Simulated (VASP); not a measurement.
# TaAs (I4_1md) in VASP: a series of runs, part 2 of 2

VASP 6.6.1. The steps go on from the part before.

### Step 6. Single point, LDA+U

This run uses another cell than the first one, of 17.40 Å³/atom.

INCAR

```
ALGO     = Normal         # electronic algorithm
EDIFF    = 1E-6           # SCF threshold, eV
ENCUT    = 520            # plane-wave cutoff, eV
ISIF     = 2              # what is computed and relaxed
ISMEAR   = -1             # smearing method
LASPH    = T              # aspherical terms in the spheres
LCHARG   = F              # write CHGCAR
LDAU     = T              # DFT+U
LDAUJ    = 0 0          
LDAUL    = 2 -1           # shell
LDAUPRINT= 1            
LDAUTYPE = 2            
LDAUU    = 6 0            # U, eV
LMAXMIX  = 4              # l up to which the mixer works
LREAL    = F              # projectors in reciprocal space
LWAVE    = F              # write WAVECAR
NBANDS   = 24             # bands
NELM     = 150            # most SCF steps
PREC     = Accurate       # precision mode
SIGMA    = 0.05           # smearing width, eV
```

KPOINTS

```
k-points
0
Gamma
  11 11 11
```

POSCAR

```
TaAs
1.0
   -1.7218133622      1.7218133622      5.8679415361
    1.7218133622     -1.7218133622      5.8679415361
    1.7218133622      1.7218133622     -5.8679415361
Ta As
2 2
Direct
    0.4999673000      0.4999673000      0.0000000000
    0.2499673000      0.7499673000      0.5000000000
    0.0826321200      0.0826321200      0.0000000000
    0.8326321200      0.3326321200      0.5000000000
```

Potentials or basis: VASP PAW LDA potentials, release 64 (Ta_pv, As).

Started as:

```bash
cat potpaw_LDA.64/Ta_pv/POTCAR potpaw_LDA.64/As/POTCAR > POTCAR
mpirun -np 1 vasp_std > vasp.out
```

OUTCAR:

```text
EDIFF = 1E-6
   ENCUT = 520
   ISIF = 2
   ISMEAR = -1
   LASPH = T
   LREAL = F
   NELM = 150
   PREC = Accurate

 ion  position               nearest neighbor table
   1  0.500  0.500  0.000-   4 2.61   4 2.61   3 2.62   3 2.62   3 2.62   3 2.62   2 3.40   2 3.40
                             2 3.40   2 3.40
   2  0.250  0.750  0.500-   3 2.61   3 2.61   4 2.62   4 2.62   4 2.62   4 2.62   1 3.40   1 3.40
                             1 3.40   1 3.40
   3  0.083  0.083  0.000-   2 2.61   2 2.61   1 2.62   1 2.62   1 2.62   1 2.62
   4  0.833  0.333  0.500-   1 2.61   1 2.61   2 2.62   2 2.62   2 2.62   2 2.62

  LATTYP: Found a body centered tetragonal cell.
 ALAT       =     3.4436267244
 C/A-ratio  =     3.4080009279

  Lattice vectors:

 A1 = (  -1.7218133622,   1.7218133622,   5.8679415361)
 A2 = (   1.7218133622,  -1.7218133622,   5.8679415361)
 A3 = (   1.7218133622,   1.7218133622,  -5.8679415361)

Analysis of symmetry for initial positions (statically):
=====================================================================
 Subroutine PRICEL returns:
 Original cell was already a primitive cell.

 Routine SETGRP: Setting up the symmetry group for a
 body centered tetragonal supercell.

 Subroutine GETGRP returns: Found  8 space group operations
 (whereof  4 operations were pure point group operations)
 out of a pool of 16 trial point group operations.

The static configuration has the point symmetry C_2v.
 The point group associated with its full space group is C_4v.

Analysis of symmetry for dynamics (positions and initial velocities):
=====================================================================
 Subroutine PRICEL returns:
 Original cell was already a primitive cell.

 Routine SETGRP: Setting up the symmetry group for a
 body centered tetragonal supercell.

 Subroutine GETGRP returns: Found  8 space group operations
 (whereof  4 operations were pure point group operations)
 out of a pool of 16 trial point group operations.

The dynamic configuration has the point symmetry C_2v.
 The point group associated with its full space group is C_4v.

 Subroutine INISYM returns: Found  8 space group operations
 (whereof  4 operations are pure point group operations),
 and found     1 'primitive' translations

----------------------------------------------------------------------------------------

                                     Primitive cell

[... 159 lines left out ...]
  o =  0.2191  v =  0.0000  0.0000  0.0000  0.0000  0.0000  0.0000  1.0000  0.0000  0.0000  0.0000      0.0000  0.0000  0.0000  0.0000  0.0000  0.0000  0.0000  0.0000  0.0000  0.0000
  o =  0.2191  v =  0.0000  1.0000  0.0000  0.0000  0.0000  0.0000  0.0000  0.0000  0.0000  0.0000      0.0000  0.0000  0.0000  0.0000  0.0000  0.0000  0.0000  0.0000  0.0000  0.0000
  o =  0.2240  v =  0.0000  0.0000  0.0000 -1.0000  0.0000  0.0000  0.0000  0.0000  0.0000  0.0000      0.0000  0.0000  0.0000  0.0000  0.0000  0.0000  0.0000  0.0000  0.0000  0.0000
  o =  0.2240  v =  0.0000  0.0000  0.0000  0.0000  0.0000  0.0000  0.0000  0.0000 -1.0000  0.0000      0.0000  0.0000  0.0000  0.0000  0.0000  0.0000  0.0000  0.0000  0.0000  0.0000
  o =  0.2284  v =  1.0000  0.0000  0.0000  0.0000  0.0000  0.0000  0.0000  0.0000  0.0000  0.0000      0.0000  0.0000  0.0000  0.0000  0.0000  0.0000  0.0000  0.0000  0.0000  0.0000
  o =  0.2284  v =  0.0000  0.0000  0.0000  0.0000  0.0000  1.0000  0.0000  0.0000  0.0000  0.0000      0.0000  0.0000  0.0000  0.0000  0.0000  0.0000  0.0000  0.0000  0.0000  0.0000
  o =  0.2331  v =  0.0000  0.0000 -0.9971  0.0000 -0.0765  0.0000  0.0000  0.0000  0.0000  0.0000      0.0000  0.0000  0.0000  0.0000  0.0000  0.0000  0.0000  0.0000  0.0000  0.0000
  o =  0.2331  v =  0.0000  0.0000  0.0000  0.0000  0.0000  0.0000  0.0000 -0.9971  0.0000 -0.0765      0.0000  0.0000  0.0000  0.0000  0.0000  0.0000  0.0000  0.0000  0.0000  0.0000

atom =   2  type =  1  l = 2

 onsite density matrix

spin component  1

  0.2284  0.0000  0.0000  0.0000  0.0000
  0.0000  0.2240  0.0000  0.0000  0.0000
  0.0000  0.0000  0.2329  0.0000 -0.0023
  0.0000  0.0000  0.0000  0.2191  0.0000
  0.0000  0.0000 -0.0023  0.0000  0.2026

spin component  2

  0.2284  0.0000  0.0000  0.0000  0.0000
  0.0000  0.2240  0.0000  0.0000  0.0000
  0.0000  0.0000  0.2329  0.0000 -0.0023
  0.0000  0.0000  0.0000  0.2191  0.0000
  0.0000  0.0000 -0.0023  0.0000  0.2026

 occupancies and eigenvectors

  o =  0.2024  v =  0.0000  0.0000 -0.0765  0.0000 -0.9971  0.0000  0.0000  0.0000  0.0000  0.0000      0.0000  0.0000  0.0000  0.0000  0.0000  0.0000  0.0000  0.0000  0.0000  0.0000
  o =  0.2024  v =  0.0000  0.0000  0.0000  0.0000  0.0000  0.0000  0.0000 -0.0765  0.0000 -0.9971      0.0000  0.0000  0.0000  0.0000  0.0000  0.0000  0.0000  0.0000  0.0000  0.0000
  o =  0.2191  v =  0.0000  0.0000  0.0000  1.0000  0.0000  0.0000  0.0000  0.0000  0.0000  0.0000      0.0000  0.0000  0.0000  0.0000  0.0000  0.0000  0.0000  0.0000  0.0000  0.0000
  o =  0.2191  v =  0.0000  0.0000  0.0000  0.0000  0.0000  0.0000  0.0000  0.0000  1.0000  0.0000      0.0000  0.0000  0.0000  0.0000  0.0000  0.0000  0.0000  0.0000  0.0000  0.0000
  o =  0.2240  v =  0.0000  0.0000  0.0000  0.0000  0.0000  0.0000  1.0000  0.0000  0.0000  0.0000      0.0000  0.0000  0.0000  0.0000  0.0000  0.0000  0.0000  0.0000  0.0000  0.0000
  o =  0.2240  v =  0.0000  1.0000  0.0000  0.0000  0.0000  0.0000  0.0000  0.0000  0.0000  0.0000      0.0000  0.0000  0.0000  0.0000  0.0000  0.0000  0.0000  0.0000  0.0000  0.0000
  o =  0.2284  v =  0.0000  0.0000  0.0000  0.0000  0.0000  1.0000  0.0000  0.0000  0.0000  0.0000      0.0000  0.0000  0.0000  0.0000  0.0000  0.0000  0.0000  0.0000  0.0000  0.0000
  o =  0.2284  v =  1.0000  0.0000  0.0000  0.0000  0.0000  0.0000  0.0000  0.0000  0.0000  0.0000      0.0000  0.0000  0.0000  0.0000  0.0000  0.0000  0.0000  0.0000  0.0000  0.0000
  o =  0.2331  v =  0.0000  0.0000 -0.9971  0.0000  0.0765  0.0000  0.0000  0.0000  0.0000  0.0000      0.0000  0.0000  0.0000  0.0000  0.0000  0.0000  0.0000  0.0000  0.0000  0.0000
  o =  0.2331  v =  0.0000  0.0000  0.0000  0.0000  0.0000  0.0000  0.0000 -0.9971  0.0000  0.0765      0.0000  0.0000  0.0000  0.0000  0.0000  0.0000  0.0000  0.0000  0.0000  0.0000

 number of electron      32.0000002 magnetization

 Free energy of the ion-electron system (eV)
  ---------------------------------------------------
  ext. energy  EPLUGINS =         0.00000000
  ---------------------------------------------------
  free energy    TOTEN  =       -28.14953145 eV

  energy without entropy =      -28.14560820  energy(sigma->0) =      -28.14756982

 E-fermi :   7.6251     XC(G=0): -12.0844

 val. band max:        7.6230172874   @ k =  -0.1818   0.3636   0.1818
 cond. band min:       7.7027687237   @ k =  -0.0909  -0.4545   0.0909
 fundamental gap:      0.0797514363
 Fermi energy:         7.6251195023

 k-point     1 :       0.0000    0.0000    0.0000
  band No.  band energies     occupation
      1     -28.6802      2.00000
      2     -28.6609      2.00000
      3     -28.6609      2.00000
      4     -28.5162      2.00000
      5     -28.5162      2.00000
      6     -28.4545      2.00000
[... 637 lines left out ...]
     23      11.6157      0.00000
     24      12.8449      0.00000

 [... further k-points ...]

------------------------ aborting loop because EDIFF is reached ----------------------------------------

  FORCE on cell =-STRESS in cart. coord.  units (eV):
  Direction    XX          YY          ZZ          XY          YZ          ZX
  --------------------------------------------------------------------------------------
  -------------------------------------------------------------------------------------
  Total        1.5024133      1.5024133      1.0656057      0.0000000      0.0000000      0.0000000
  in kB       34.5925100     34.5925100     24.5351764      0.0000000      0.0000000      0.0000000
  external PRESSURE =      31.2400655 kB  Pullay stress =       0.0000000 kB

 VOLUME and BASIS-vectors are now :
 -----------------------------------------------------------------------------
  energy-cutoff  :      520.00
  volume of cell :       69.59
      direct lattice vectors                 reciprocal lattice vectors
    -1.721813362  1.721813362  5.867941536     0.000000000  0.290391520  0.085208756
     1.721813362 -1.721813362  5.867941536     0.290391520  0.000000000  0.085208756
     1.721813362  1.721813362 -5.867941536     0.290391520  0.290391520  0.000000000

 POSITION                                       TOTAL-FORCE (eV/Angst)
 -----------------------------------------------------------------------------------
      0.00000      0.00000      5.86756         0.000000      0.000000      0.022499
      1.72181      0.00000      2.93359        -0.000000     -0.000000      0.022499
      0.00000      0.00000      0.96976         0.000000      0.000000     -0.022499
      0.00000      1.72181      3.90373        -0.000000     -0.000000     -0.022499
 -----------------------------------------------------------------------------------
    total drift:                                0.000000      0.000000      0.000126

  FREE ENERGIE OF THE ION-ELECTRON SYSTEM (eV)
  ---------------------------------------------------
  free  energy   TOTEN  =       -28.1495314489 eV

  energy  without entropy=      -28.1456081971  energy(sigma->0) =      -28.14756982
```

Wall time 5.1 min (1 thread of Intel Xeon Platinum 8259CL at 2.50GHz (Skylake/Cascade Lake), shared host); peak memory 0.39 GiB.

What came out:

```
Free energy            : -28.1495 eV
Pressure               : 3.1 GPa
Largest force          : 0.022 eV/Å
Band gap on the k mesh : zero (bands 16 and 17 overlap by 0.02 eV)
```

Forces on the atoms (eV/Å):
```
Ta   0.000  0.000  0.022
Ta   0.000  0.000  0.022
As   0.000  0.000 -0.022
As   0.000  0.000 -0.022
```

Levels at points of the mesh, in eV from the Fermi level:
```tsv
k point	band 12	band 13	band 14	band 15	band 16	band 17	band 18	band 19	band 20	band 21
(0.00, 0.00, 0.00)	-2.68	-2.41	-2.03	-1.87	-1.87	1.01	1.69	2.11	2.88	2.97
```

Eigenvalues of the final occupation matrices:
| site | spin | trace | eigenvalues |
| --- | --- | --- | --- |
| site 1 d | 1 | 1.11 | 0.20 0.22 0.22 0.23 0.23 |
| site 1 d | 2 | 1.11 | 0.20 0.22 0.22 0.23 0.23 |
| site 2 d | 1 | 1.11 | 0.20 0.22 0.22 0.23 0.23 |
| site 2 d | 2 | 1.11 | 0.20 0.22 0.22 0.23 0.23 |

Caveat: the cell stands under pressure; spin-orbit coupling is left out, which moves the levels of the heavy elements; U without spin polarisation on a metal has little footing; the U is typed as a test and isn't derived for this compound.

### Step 7. Overview

| level | potentials or basis | spin | U | cell | k mesh | cutoff (eV) | gap on the mesh (eV) | pressure (GPa) | largest force (eV/Å) |
| --- | --- | --- | --- | --- | --- | --- | --- | --- | --- |
| PBE | VASP PAW PBE potentials, release 64 (Ta_pv, As) | off | - | a = 6.395 Å, angles 148.6, 148.6, 45.1°, 4 atoms | 11 × 11 × 11 | 520 | none | -1.0 | 0.02 |
| PBE | VASP PAW PBE potentials, release 64 (Ta_pv, As) | off | - | a = 6.478 Å, angles 148.6, 148.6, 45.1°, 4 atoms | 11 × 11 × 11 | 520 | none | -7.1 | - |
| PBEsol+U | VASP PAW PBE potentials, release 64 (Ta_sv_GW, As_d) | off | Ta d U = 6.0 eV | a = 6.353 Å, angles 148.6, 148.6, 45.1°, 4 atoms | 11 × 11 × 11 | 600 | none | 6.5 | 0.02 |
| PBEsol | VASP PAW PBE potentials, release 64 (Ta_pv, As) | non-collinear, zero start, SOC | - | a = 6.353 Å, angles 148.6, 148.6, 45.1°, 4 atoms | 8 × 8 × 8 | 520 | - | -3.0 | 0.03 |
| LDA+U | VASP PAW LDA potentials, release 64 (Ta_pv, As) | off | Ta d U = 6.0 eV | a = 6.353 Å, angles 148.6, 148.6, 45.1°, 4 atoms | 11 × 11 × 11 | 520 | none | 3.1 | 0.02 |

Alike in all rows: task single point; smearing fermi-dirac 0.05 eV.

Caveats: spin-orbit coupling is left out, which moves the levels of the heavy elements (at least some runs); the cell stands under pressure (at least some runs); the PAW data sets were made with another functional, which shifts forces and pressure a little (at least some runs); U without spin polarisation on a metal has little footing (at least some runs); the U is typed as a test and isn't derived for this compound (at least some runs); the cell stands under tension (at least some runs).

Total energies depend on the potentials used, so only differences within one code and one set of settings carry meaning.

The gap in the log of VASP goes by the Fermi energy; the results here count the filled bands.